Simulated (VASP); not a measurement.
# MgO (Amm2) in VASP: a series of runs, part 2 of 2

VASP 6.6.1.

## 3. Single point, r2SCAN

Contents of POSCAR:

```
MgO
1.0
    3.4841042127      0.0000000000      0.0000000000
   -1.7420521064      3.0173227576      0.0000000000
    0.0000000000      0.0000000000      4.1856875957
Mg O
2 2
Direct
    0.6666666667      0.3333333333      0.7500000000
    0.3333333333      0.6666666667      0.2500000000
    0.6480243123      0.2960486247      0.2500000000
    0.3146909790      0.6293819580      0.7500000000
```

Contents of INCAR.step1:

```
  PREC = Accurate
  ENCUT = 520
  ISMEAR = 0
  SIGMA = 0.05
  LREAL = F
  LASPH = T
  NELM = 100
  NBANDS = 16
  GGA = PE
  ALGO = Normal
  EDIFF = 1E-4
  LWAVE = T
  LCHARG = F
```

Contents of INCAR.step2:

```
  PREC = Accurate
  ENCUT = 520
  EDIFF = 1E-7
  ISMEAR = 0
  SIGMA = 0.05
  LREAL = F
  LASPH = T
  NELM = 100
  ALGO = Normal
  ISIF = 2
  LWAVE = F
  LCHARG = F
  METAGGA = R2SCAN
  LMIXTAU = T
  NBANDS = 16
  ISTART = 1
```

Contents of KPOINTS:

```
regular mesh
0
Gamma
  6 6 6
```

Potentials or basis: VASP PAW PBE potentials, release 64 (Mg, O).

The run is started by

```
$ cat potpaw_PBE.64/Mg/POTCAR potpaw_PBE.64/O/POTCAR > POTCAR
$ cp INCAR.step1 INCAR
$ mpirun -np 1 vasp_std > vasp.out
$ cp INCAR.step2 INCAR
$ mpirun -np 1 vasp_std > vasp.out
```

Wall time 1.8 min (1 thread of Intel Xeon Platinum 8259CL at 2.50GHz (Skylake/Cascade Lake), shared host); peak memory 0.19 GiB.

The run converged. Its results:

```yaml
Free_energy: -31.9519 eV
Pressure: 0.4 GPa
Largest_force: 1.278 eV/Å
Band_gap_on_the_k_mesh: 4.07 eV, direct
```

Forces on the atoms (eV/Å):
```
Mg   0.000 -0.873  0.000
Mg   0.000 -1.271  0.000
O    0.000  1.278  0.000
O    0.000  0.867  0.000
```

Stress tensor (GPa, compression positive):
```
 0.45  0.00  0.00
 0.00  1.94  0.00
 0.00  0.00 -1.22
```

Levels at points of the mesh, in eV from the valence-band top:
| k point | band 5 | band 6 | band 7 | band 8 | band 9 | band 10 | band 11 | band 12 |
| --- | --- | --- | --- | --- | --- | --- | --- | --- |
| (0.00, 0.00, 0.00) | -1.76 | -0.82 | -0.82 | 0.00 | 4.07 | 10.34 | 13.15 | 13.47 |
| (0.50, 0.00, 0.00) | -2.36 | -1.96 | -1.30 | -0.54 | 7.65 | 9.97 | 10.59 | 13.17 |
| (0.00, 0.50, 0.00) | -2.38 | -1.96 | -1.30 | -0.53 | 7.65 | 10.00 | 10.62 | 13.18 |
| (0.00, 0.00, 0.50) | -1.42 | -1.40 | -1.21 | -1.20 | 7.13 | 7.13 | 13.77 | 13.79 |
| (0.50, 0.00, 0.50) | -1.61 | -1.51 | -0.83 | -0.80 | 7.98 | 8.05 | 12.89 | 13.08 |
| (0.00, 0.50, 0.50) | -1.67 | -1.44 | -0.84 | -0.80 | 7.96 | 8.08 | 12.80 | 13.18 |

Caveat: the cell differs from its parent crystal (all O atoms moved +0.113 Å, as atom 3 towards its neighbour atom 2 (Mg) at 2.012 Å); the PAW data sets were made with another functional, which shifts forces and pressure a little.

## 4. Single point, r2SCAN

Edit POSCAR of step 3 so:

```diff
@@ -10,3 +10,3 @@
     0.3333333333      0.6666666667      0.2500000000
-    0.6480243123      0.2960486247      0.2500000000
-    0.3146909790      0.6293819580      0.7500000000
+    0.6604525486      0.3209050971      0.2500000000
+    0.3271192152      0.6542384304      0.7500000000
```

Contents of INCAR.step1:

```
SYSTEM = MgO
ALGO = Normal
EDIFF = 1E-4
ENCUT = 520
GGA = PE
ISMEAR = 0
LASPH = .TRUE.
LCHARG = .FALSE.
LREAL = .FALSE.
LWAVE = .TRUE.
NBANDS = 16
NELM = 80
PREC = Accurate
SIGMA = 0.05
```

Contents of INCAR.step2:

```
SYSTEM = MgO
ALGO = Normal
EDIFF = 1E-6
ENCUT = 520
ISIF = 2
ISMEAR = 0
ISTART = 1
LASPH = .TRUE.
LCHARG = .TRUE.
LELF = .TRUE.
LMIXTAU = .TRUE.
LREAL = .FALSE.
LVHAR = .TRUE.
LWAVE = .FALSE.
METAGGA = R2SCAN
NBANDS = 16
NELM = 80
PREC = Accurate
SIGMA = 0.05
```

Contents of KPOINTS:

```
k-points
0
G
  6 6 6
  0 0 0
```

Potentials or basis: VASP PAW PBE potentials, release 64 (Mg, O).

The run is started by

```
$ cat potpaw_PBE.64/Mg/POTCAR potpaw_PBE.64/O/POTCAR > POTCAR
$ cp INCAR.step1 INCAR
$ mpirun -np 1 vasp_std > vasp.out
$ cp INCAR.step2 INCAR
$ mpirun -np 1 vasp_std > vasp.out
```

OUTCAR:

```text
SYSTEM = MgO
   EDIFF = 1E-6
   ENCUT = 520
   ISIF = 2
   ISMEAR = 0
   ISTART = 1
   LASPH = .TRUE.
   LREAL = .FALSE.
   METAGGA = R2SCAN
   NELM = 80
   PREC = Accurate

 ion  position               nearest neighbor table
   1  0.667  0.333  0.750-   4 1.99   4 1.99   4 2.05   3 2.09   3 2.09   2 2.90   2 2.90   2 2.90
                             2 2.90   2 2.90   2 2.90
   2  0.333  0.667  0.250-   3 1.97   3 2.03   3 2.03   4 2.09   4 2.09   1 2.90   1 2.90   1 2.90
                             1 2.90   1 2.90   1 2.90
   3  0.660  0.321  0.250-   2 1.97   2 2.03   2 2.03   1 2.09   1 2.09
[... 662 lines left out ...]
  --------------------------------------------------------------------------------------
  -------------------------------------------------------------------------------------
  Total       -0.1514085     -0.1077530     -0.2790931      0.0000000      0.0000000      0.0000000
  in kB       -5.5129122     -3.9233782    -10.1620194      0.0000000      0.0000000      0.0000000
  external PRESSURE =      -6.5327699 kB  Pullay stress =       0.0000000 kB

 VOLUME and BASIS-vectors are now :
 -----------------------------------------------------------------------------
  energy-cutoff  :      520.00
  volume of cell :       44.00
      direct lattice vectors                 reciprocal lattice vectors
     3.484104213  0.000000000  0.000000000     0.287017821  0.165709816  0.000000000
    -1.742052106  3.017322758  0.000000000     0.000000000  0.331419633  0.000000000
     0.000000000  0.000000000  4.185687596     0.000000000  0.000000000  0.238909373

 POSITION                                       TOTAL-FORCE (eV/Angst)
 -----------------------------------------------------------------------------------
      1.74205      1.00577      3.13927         0.000000     -0.327280      0.000000
     -0.00000      2.01155      1.04642         0.000000     -0.370464      0.000000
      1.74205      0.96827      1.04642        -0.000000      0.370867      0.000000
     -0.00000      1.97405      3.13927        -0.000000      0.326876      0.000000
 -----------------------------------------------------------------------------------
    total drift:                                0.000011     -0.030251      0.000000

  FREE ENERGIE OF THE ION-ELECTRON SYSTEM (eV)
  ---------------------------------------------------
  free  energy   TOTEN  =       -32.0570846999 eV

  energy  without entropy=      -32.0570846999  energy(sigma->0) =      -32.05708470
```

Run time: 1.8 min. Hardware: 1 thread of Intel Xeon Platinum 8259CL at 2.50GHz (Skylake/Cascade Lake), shared host; peak memory 0.19 GiB.

What came out:

```yaml
Free_energy: -32.0571 eV
Pressure: -0.7 GPa
Largest_force: 0.371 eV/Å
Band_gap_on_the_k_mesh: 4.08 eV, direct
```

Forces on the atoms (eV/Å):
```
Mg   0.000 -0.327  0.000
Mg   0.000 -0.370  0.000
O    0.000  0.371  0.000
O    0.000  0.327  0.000
```

Stress tensor (GPa, compression positive):
```
-0.55  0.00  0.00
 0.00 -0.39  0.00
 0.00  0.00 -1.02
```

Levels at points of the mesh, in eV from the valence-band top:
| k point | band 6 | band 7 | band 8 | band 9 | band 10 | band 11 |
| --- | --- | --- | --- | --- | --- | --- |
| (0.00, 0.00, 0.00) | -0.83 | -0.83 | 0.00 | 4.08 | 10.37 | 13.16 |
| (0.50, 0.00, 0.00) | -1.97 | -1.31 | -0.54 | 7.66 | 10.00 | 10.62 |
| (0.00, 0.50, 0.00) | -1.97 | -1.31 | -0.54 | 7.66 | 10.00 | 10.62 |
| (0.00, 0.00, 0.50) | -1.35 | -1.28 | -1.28 | 7.13 | 7.13 | 13.82 |
| (0.50, 0.00, 0.50) | -1.54 | -0.83 | -0.83 | 8.01 | 8.03 | 12.98 |
| (0.00, 0.50, 0.50) | -1.52 | -0.84 | -0.82 | 8.00 | 8.04 | 12.95 |

Caveat: the cell differs from its parent crystal (all O atoms moved +0.037 Å, as atom 3 towards its neighbour atom 2 (Mg) at 2.012 Å); the PAW data sets were made with another functional, which shifts forces and pressure a little.
